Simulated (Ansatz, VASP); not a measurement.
# Ag in VASP and in Ansatz

The input INCAR:

```
PREC = Accurate
ENCUT = 520
EDIFF = 1E-6
ISMEAR = -1
SIGMA = 0.08
LREAL = F
LASPH = T
NELM = 100
ALGO = Normal
ISIF = 2
LWAVE = F
LCHARG = T
GGA = CA
LELF = T
LVHAR = T
NBANDS = 30
```

File KPOINTS:

```
regular mesh
0
Gamma
  14 14 4
```

Contents of POSCAR:

```
Ag
1.0
    2.8957876797      0.0000000000      0.0000000000
   -1.4478938399      2.5078256947      0.0000000000
    0.0000000000      0.0000000000     10.0332228354
Ag
4
Direct
    0.3333333333      0.6666666667      0.2500000000
    0.6666666667      0.3333333333      0.7500000000
    0.0000000000      0.0000000000      0.0000000000
    0.0000000000      0.0000000000      0.5000000000
```

Input for Ansatz:

```yaml
crystal:
  lattice:
    - [2.8957876797, 0.0, 0.0]
    - [-1.4478938399, 2.5078256947, 0.0]
    - [0.0, 0.0, 10.0332228354]
  atoms:
    - { symbol: Ag, position: [0.3333333333, 0.6666666667, 0.25] }
    - { symbol: Ag, position: [0.6666666667, 0.3333333333, 0.75] }
    - { symbol: Ag, position: [0.0, 0.0, 0.0] }
    - { symbol: Ag, position: [0.0, 0.0, 0.5] }
kpoints:
  mp_grid: { grid: [14, 14, 4] }
  band_path:
    path:
      - [0.0, 0.0, 0.0]
      - [0.5, 0.0, 0.0]
      - [0.3333333333, 0.3333333333, 0.0]
      - [0.0, 0.0, 0.0]
      - [0.0, 0.0, 0.5]
      - [0.5, 0.0, 0.5]
      - [0.3333333333, 0.3333333333, 0.5]
      - [0.0, 0.0, 0.5]
      - [0.5, 0.0, 0.5]
    npoints: 5
scf:
  occupations: { method: fermi_dirac, width: 0.08 }
hamiltonian:
  xc: lda
  pseudopotentials: { kind: all_electron, lapw: { basis_error: 0.0005 } }
output:
  forces: true
  stress: true
  eigenvalues: true
```

Change from the starting cell: volume scaled by 1.01.

Alike in both runs: task single point; functional LDA; k mesh 14 × 14 × 4; occupations fermi-dirac, width 0.08 eV; no spin polarisation.

|  | VASP | Ansatz |
| --- | --- | --- |
| version | VASP 6.6.1 | Ansatz 0.2.0 |
| potentials or method | VASP PAW LDA potentials, release 64 (Ag), cutoff 520 eV | all-electron LAPW, scalar-relativistic |

Ansatz gave:

| Quantity | Value |
| --- | --- |
| pressure (GPa) | -11.9 |
| traceless stress, the component that is largest in VASP (GPa) | -2.30 |

Question: Which values does VASP return?

Answer: Pressure (GPa): -11.7; traceless stress, the component that is largest in VASP (GPa): -2.33.

LDA's correlation is that of Perdew and Zunger in VASP and of Perdew and Wang (1992) in Ansatz. Ansatz ran all-electron here, and VASP with PAW potentials.
